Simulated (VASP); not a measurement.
# Zn12O (a cell with a defect) in VASP: notebook, part 2 of 3

VASP 6.6.1. The steps go on from the part before.

## Step 3: Single point, PBE

INCAR

```
SYSTEM = Zn12O
  PREC = Accurate
  ENCUT = 520
  EDIFF = 1E-7
  ISMEAR = -1
  SIGMA = 0.15
  LREAL = .False.
  LASPH = .True.
  NELM = 60
  ALGO = Normal
  ISIF = 2
  LWAVE = .False.
  LCHARG = .False.
  GGA = PE
  NBANDS = 87
```

KPOINTS

```
regular mesh
0
Gamma
  2 2 2
  0 0 0
```

POSCAR

```
Zn12O
1.0
    5.3200000000      0.0000000000      0.0000000000
   -3.9900000000      6.9108830000      0.0000000000
    0.0000000000      0.0000000000      4.9369600000
Zn O
12 1
Direct
    0.0834556189      0.0310235320      0.0448454109
    0.1946772638      0.2313741963      0.4318041872
   -0.0162073003      0.3544554292     -0.0246305419
    0.1239876195      0.5532867508      0.5070731786
    0.0121343948      0.6974072633      0.0331783122
    0.0971999727      0.8794245251      0.4776826225
    0.5090776275      0.0106498692      0.0087300687
    0.6669573708      0.1985998027      0.4758191276
    0.5102534189      0.3198867641     -0.0572619588
    0.6082131336      0.4917027245      0.4970670210
    0.4930817578      0.6184448500      0.0938836855
    0.6396175818      0.9029236930      0.4700463443
    0.6531924669      0.8583418356      0.8554859671
```

Potentials or basis: VASP PAW PBE potentials, release 64 (Zn, O).

The run is started by

```console
$ cat potpaw_PBE.64/Zn/POTCAR potpaw_PBE.64/O/POTCAR > POTCAR
$ mpirun -np 1 vasp_std > vasp.out
```

OUTCAR:

```text
SYSTEM = Zn12O
   PREC = Accurate
   ENCUT = 520
   EDIFF = 1E-7
   ISMEAR = -1
   LREAL = .False.
   LASPH = .True.
   NELM = 60
   ISIF = 2
   GGA = PE

 ion  position               nearest neighbor table
   1  0.083  0.031  0.045-  13 2.20   9 2.34   7 2.36   2 2.37   6 2.47   5 2.49   3 2.90  12 2.93
                             7 2.98
   2  0.195  0.231  0.432-  10 2.17   1 2.37   6 2.60   8 2.66   8 2.70   4 2.80  12 2.81   9 2.82
                             3 2.90   9 2.91
   3  0.984  0.354  0.975-   9 2.40  11 2.53   7 2.65   5 2.68   4 2.69   8 2.89   8 2.90   2 2.90
                             1 2.90   9 2.95   4 2.96
   4  0.124  0.553  0.507-  10 2.53   8 2.66   6 2.68   3 2.69  11 2.70  12 2.77   5 2.80   2 2.80
                            10 2.85   3 2.96   5 3.02
   5  0.012  0.697  0.033-   1 2.49  11 2.52   6 2.54   7 2.58   3 2.68   4 2.80   9 2.89  11 2.94
                            10 3.00   4 3.02   6 3.03
   6  0.097  0.879  0.478-   1 2.47  12 2.53   5 2.54   2 2.60   4 2.68  12 2.80   8 2.82  10 2.88
                             7 2.99   5 3.03
   7  0.509  0.011  0.009-  13 1.89   1 2.36   9 2.49   5 2.58   3 2.65  12 2.65   8 2.65   8 2.94
                            12 2.98   1 2.98   6 2.99
   8  0.667  0.199  0.476-  12 2.29  10 2.51   7 2.65   4 2.66   2 2.66   2 2.70   9 2.78   6 2.82
                             3 2.89   3 2.90   7 2.94
   9  0.510  0.320  0.943-   1 2.34   3 2.40   7 2.49  10 2.51  11 2.54   8 2.78   2 2.82   5 2.89
                             2 2.91   3 2.95  10 2.99
  10  0.608  0.492  0.497-   2 2.17  11 2.45   9 2.51   8 2.51   4 2.53   4 2.85   6 2.88   9 2.99
                             5 3.00
  11  0.493  0.618  0.094-  13 2.04  10 2.45   5 2.52   3 2.53   9 2.54   4 2.70  12 2.73   5 2.94

  12  0.640  0.903  0.470-  13 1.94   8 2.29   6 2.53   7 2.65  11 2.73   4 2.77   6 2.80   2 2.81
                             1 2.93   7 2.98
  13  0.653  0.858  0.855-   7 1.89  12 1.94  11 2.04   1 2.20

  LATTYP: Found a simple monoclinic cell.
 ALAT       =     5.3200000000
 B/A-ratio  =     0.9280000000
 C/A-ratio  =     1.3228757068
 COS(beta)  =    -0.1889822292

  Lattice vectors:

[... 170 lines left out ...]
 NGX is ok and might be reduce to    40
   NGX = 19   NGY = 29   NGZ = 19

 number of electron     149.9999997 magnetization

 Free energy of the ion-electron system (eV)
  ---------------------------------------------------
  ext. energy  EPLUGINS =         0.00000000
  ---------------------------------------------------
  free energy    TOTEN  =       -17.89185572 eV

  energy without entropy =      -17.62779804  energy(sigma->0) =      -17.75982688

 E-fermi :   3.2141     XC(G=0): -11.7338

 val. band max:        3.1970409417   @ k =   0.0000   0.0000   0.5000
 cond. band min:       3.3092989197   @ k =   0.0000   0.0000   0.0000
 fundamental gap:      0.1122579780
 Fermi energy:         3.2141381811

 k-point     1 :       0.0000    0.0000    0.0000
  band No.  band energies     occupation
      1     -15.8840      2.00000
      2      -7.0105      2.00000
      3      -5.5092      2.00000
      4      -5.4170      2.00000
      5      -5.3397      2.00000
      6      -5.2995      2.00000
[... 709 lines left out ...]
     86       8.9918      0.00000
     87       9.1614      0.00000

------------------------ aborting loop because EDIFF is reached ----------------------------------------

  FORCE on cell =-STRESS in cart. coord.  units (eV):
  Direction    XX          YY          ZZ          XY          YZ          ZX
  --------------------------------------------------------------------------------------
  -------------------------------------------------------------------------------------
  Total       14.8687675     12.6018581     14.1795568      1.0134471      0.9702687      0.0963323
  in kB      131.2443966    111.2347252    125.1608369      8.9455471      8.5644172      0.8503107
  external PRESSURE =     122.5466529 kB  Pullay stress =       0.0000000 kB

 VOLUME and BASIS-vectors are now :
 -----------------------------------------------------------------------------
  energy-cutoff  :      520.00
  volume of cell :      181.51
      direct lattice vectors                 reciprocal lattice vectors
     5.320000000  0.000000000  0.000000000     0.187969925  0.108524482  0.000000000
    -3.990000000  6.910883000  0.000000000     0.000000000  0.144699310  0.000000000
     0.000000000  0.000000000  4.936960000     0.000000000  0.000000000  0.202553798

 POSITION                                       TOTAL-FORCE (eV/Angst)
 -----------------------------------------------------------------------------------
      0.32020      0.21440      0.22140        -1.853636     -0.844774     -1.217767
      0.11250      1.59900      2.13180        -1.777586     -1.220634      0.531195
      3.81950      2.44960      4.81536         1.005960     -0.002485      0.003991
     -1.54800      3.82370      2.50340         0.435680     -0.285622     -0.082331
     -2.71810      4.81970      0.16380         0.457681     -1.346061     -0.500118
     -2.99180      6.07760      2.35830         0.826276     -0.370119      0.738922
      2.66580      0.07360      0.04310         0.115431      0.371315      0.093570
      2.75580      1.37250      2.34910        -0.456229      1.219904     -0.098626
      1.43820      2.21070      4.65426        -0.576537      1.042862      0.065765
      1.27380      3.39810      2.45400         1.185607      2.655225      0.323568
      0.15560      4.27400      0.46350        -0.627361      0.178501     -0.443085
     -0.19990      6.24000      2.32060         0.263284     -1.278199     -0.067265
      0.05020      5.93190      4.22350         1.001432     -0.119914      0.652181
 -----------------------------------------------------------------------------------
    total drift:                                0.000482     -0.000110      0.002220

  FREE ENERGIE OF THE ION-ELECTRON SYSTEM (eV)
  ---------------------------------------------------
  free  energy   TOTEN  =       -17.8918557194 eV

  energy  without entropy=      -17.6277980352  energy(sigma->0) =      -17.75982688
```

OSZICAR:

```text
N       E                     dE             d eps       ncg     rms          rms(c)
DAV:   1     0.137649429591E+04    0.13765E+04   -0.68343E+04  1392   0.275E+03
DAV:   2     0.169358817846E+03   -0.12071E+04   -0.11758E+04  1392   0.614E+02
DAV:   3    -0.891315112781E+01   -0.17827E+03   -0.17238E+03  1443   0.201E+02
[... 13 lines left out ...]
DAV:  17    -0.178918557660E+02   -0.69309E-06   -0.22284E-05  1602   0.347E-02    0.451E-03
DAV:  18    -0.178918557493E+02    0.16695E-07   -0.58764E-06  1570   0.471E-02    0.410E-03
DAV:  19    -0.178918558375E+02   -0.88134E-07   -0.19270E-06  1600   0.201E-02    0.290E-03
DAV:  20    -0.178918557184E+02    0.11909E-06   -0.18944E-07   951   0.787E-03    0.106E-03
DAV:  21    -0.178918557194E+02   -0.10150E-08   -0.20938E-07  1023   0.432E-03
   1 F= -.17891856E+02 E0= -.17759827E+02  d E =-.264058E+00
```

stdout:

```text
POSCAR found type information on POSCAR ZnO
 POSCAR found :  2 types and      13 ions
 scaLAPACK will be used
 LDA part: xc-table for (Slater+PW92), standard interpolation
 POSCAR, INCAR and KPOINTS ok, starting setup
 FFT: planning ... GRIDC
 FFT: planning ... GRID_SOFT
 FFT: planning ... GRID
 WAVECAR not read
 entering main loop
```

Wall time 4.4 min (1 thread of Intel Xeon 6975P-C, shared host); peak memory 0.34 GiB.

Results:

```
Free energy            : -17.8919 eV
Pressure               : 12.3 GPa
Largest force          : 2.926 eV/Å
Band gap on the k mesh : zero (band 75 reaches 3.37 eV, above the bottom of band 76 at 2.99 eV)
```

Forces in eV/Å, atoms in the order of the input:
```
Zn  -1.854 -0.845 -1.218
Zn  -1.778 -1.221  0.531
Zn   1.006 -0.002  0.004
Zn   0.436 -0.286 -0.082
Zn   0.458 -1.346 -0.500
Zn   0.826 -0.370  0.739
Zn   0.115  0.371  0.094
Zn  -0.456  1.220 -0.099
Zn  -0.577  1.043  0.066
Zn   1.186  2.655  0.324
Zn  -0.627  0.179 -0.443
Zn   0.263 -1.278 -0.067
O    1.001 -0.120  0.652
```

Stress tensor (GPa, compression positive):
```
13.12  0.89  0.09
 0.89 11.12  0.86
 0.09  0.86 12.52
```

Caveat: the k points lie up to 0.68 Å⁻¹ apart.

## Step 4: Single point, PBE

INCAR

```
PREC = Accurate
ENCUT = 520
EDIFF = 1E-6
ISMEAR = -1
SIGMA = 0.15
LREAL = F
LASPH = T
NELM = 80
ALGO = Normal
ISIF = 2
LWAVE = F
LCHARG = T
GGA = PE
LELF = T
LVHAR = T
NBANDS = 87
```

KPOINTS

```
Automatic mesh
0
Gamma
  2 2 2
```

POSCAR

```
Zn12O
1.0
    5.3200000000      0.0000000000      0.0000000000
   -3.9900000000      6.9108830000      0.0000000000
    0.0000000000      0.0000000000      4.9369600000
Zn O
12 1
Direct
   -0.0511880174      0.0309222425      0.1295534094
    0.1607475481      0.2123751769      0.5738349106
    0.0109450267      0.3246184315     -0.0494028714
    0.1808062459      0.5135812602      0.4416077910
    0.0380403159      0.6532016242     -0.0739929025
    0.2141224886      0.9083788569      0.5220824151
    0.4504652681      0.0241792547      0.0204376782
    0.6388920327      0.2259913820      0.4608706572
    0.5102555511      0.3393632912     -0.0249951387
    0.7349740024      0.5928475421      0.4672713573
    0.4736351653      0.6320899949      0.0197287400
    0.5702980027      0.8262619986      0.4672916127
    0.6143477137      0.8804084804      0.8714269510
```

The run is started by

```console
$ cat potpaw_PBE.64/Zn/POTCAR potpaw_PBE.64/O/POTCAR > POTCAR
$ mpirun -np 1 vasp_std > vasp.out
```

Run time: 7.5 min. Hardware: 1 thread of AMD EPYC 7R13, shared host; peak memory 0.31 GiB.

It converged, with:

```yaml
Free_energy: -17.8613 eV
Pressure: 12.9 GPa
Largest_force: 2.005 eV/Å
Band_gap_on_the_k_mesh: zero (band 75 reaches 3.72 eV, above the bottom of band 76 at 3.06 eV)
```

Forces in eV/Å, atoms in the order of the input:
```
Zn   1.401 -0.216  0.106
Zn   0.300 -0.452 -0.814
Zn  -1.142  0.903  0.386
Zn  -1.234 -0.923  0.011
Zn  -1.252 -0.062  0.084
Zn  -1.820 -0.263 -0.382
Zn  -1.052  0.114  0.376
Zn   0.604  0.775 -0.048
Zn   0.264  0.438  0.306
Zn   0.543 -1.160 -0.233
Zn   1.009 -0.826  0.067
Zn   1.195  1.491  0.607
O    1.183  0.180 -0.467
```

Stress tensor (GPa, compression positive):
```
12.76 -2.10 -0.70
-2.10 12.94 -0.18
-0.70 -0.18 13.01
```

Levels at points of the mesh, in eV from the Fermi level:
```
           k point  band 73  band 74  band 75  band 76  band 77  band 78
(0.00, 0.00, 0.00)    -1.29    -0.54     0.15     0.71     0.86     1.05
(0.50, 0.00, 0.00)    -1.02    -0.66    -0.53    -0.13     0.16     1.23
(0.00, 0.50, 0.00)    -1.51    -0.80    -0.53    -0.21     0.91     1.45
(0.50, 0.50, 0.00)    -1.04    -0.73     0.38     0.62     1.31     1.60
(0.00, 0.00, 0.50)    -1.78    -1.51    -1.25     0.04     0.83     1.43
(0.50, 0.00, 0.50)    -0.81    -0.15     0.45     1.09     1.59     2.24
(0.00, 0.50, 0.50)    -1.54    -1.25    -1.12    -0.03     0.32     0.74
(0.50, 0.50, 0.50)    -1.73    -1.40    -0.73     0.32     3.98     4.37
```

Caveat: the k points lie up to 0.68 Å⁻¹ apart.

(Continued in part 3 of 3.)
